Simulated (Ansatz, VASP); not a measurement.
## Two plane-wave programs on Ca

```
CELL_PARAMETERS angstrom
0.00000 2.76109 2.76109
2.76109 0.00000 2.76109
2.76109 2.76109 0.00000
ATOMIC_POSITIONS crystal
Ca 0.00000 0.00000 0.00000
```

Alike in both runs: functional PBE; k mesh 6 × 6 × 6; no spin polarisation.

Ansatz relaxed the structure, and its values are those at the end. VASP's run is a single point on that final structure, the one shown.

|  | VASP | Ansatz |
| --- | --- | --- |
| version | VASP 6.6.1 | Ansatz 0.2.0 |
| potentials or method | VASP PAW PBE potentials, release 64 (Ca_sv), cutoff 520 eV | PAW plane waves |
| occupations | fermi-dirac, width 0.1 eV | fermi-dirac |
| valence electrons in the cell | 10 | 10 |

```tsv
	VASP	Ansatz	Ansatz less VASP
gap on the k mesh at the Fermi level (eV)	none	none	-
pressure (GPa)	0.0	0.0	0.00
```

A gap of «none» marks a metal or a gap that the smearing closes.
